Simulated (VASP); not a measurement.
Write the native input for VASP 6.6.1 that does the following.

- Task: relaxation of cell and atoms
- Functional: PBEsol
- Potentials or basis: VASP PAW PBE potentials, release 64 (Rh_pv)
- Cutoff: 500 eV
- k mesh: 12 × 12 × 12
- Occupations: gaussian, width 0.05 eV
- Spin: no spin polarisation
- Dipole correction: no
- Further INCAR settings: ALGO = Normal; EDIFF = 1e-07; IBRION = 2; EDIFFG = -0.03; NSW = 80; ISIF = 3

The structure of Rh lies in POSCAR:

```
Rh
1.0
    0.0000000000      1.8978500000      1.8978500000
    1.8978500000      0.0000000000      1.8978500000
    1.8978500000      1.8978500000      0.0000000000
Rh
1
Direct
    0.0000000000      0.0000000000      0.0000000000
```

The input as run:

INCAR

```
ALGO = Normal
EDIFF = 1E-7
EDIFFG = -0.03
ENCUT = 500
GGA = PS
GGA_COMPAT = F
IBRION = 2
ISIF = 3
ISMEAR = 0
LASPH = T
LCHARG = F
LREAL = F
LWAVE = F
NELM = 120
NELMIN = 4
NSW = 80
PREC = Accurate
SIGMA = 0.05
```

KPOINTS

```
k-points
0
Gamma
  12 12 12
```

Potentials or basis: VASP PAW PBE potentials, release 64 (Rh_pv).

Command:

```bash
$ cat potpaw_PBE.64/Rh_pv/POTCAR > POTCAR
$ mpirun -np 1 vasp_std > vasp.out
```

It gave:

| Item | Value |
| --- | --- |
| Relaxed volume | 13.49 Å³/atom |
| Relaxed cell | a = 2.672 Å, b = 2.672 Å, c = 2.672 Å, α = 60.00°, β = 60.00°, γ = 60.00° |
| Space group after relaxing (to 0.05 Å) | Fm-3m (No. 225) |
| Energy gained by relaxing | 2.2 meV/atom |
| Ionic steps | 3 |
| Pressure after relaxing | 0.0 GPa |

Caveat: the PAW data sets were made with another functional, which shifts forces and pressure a little.

Wall time 13 s on 1 thread of Intel(R) Xeon(R) 6975P-C (Granite Rapids), on a shared host, peak memory 0.13 GiB.
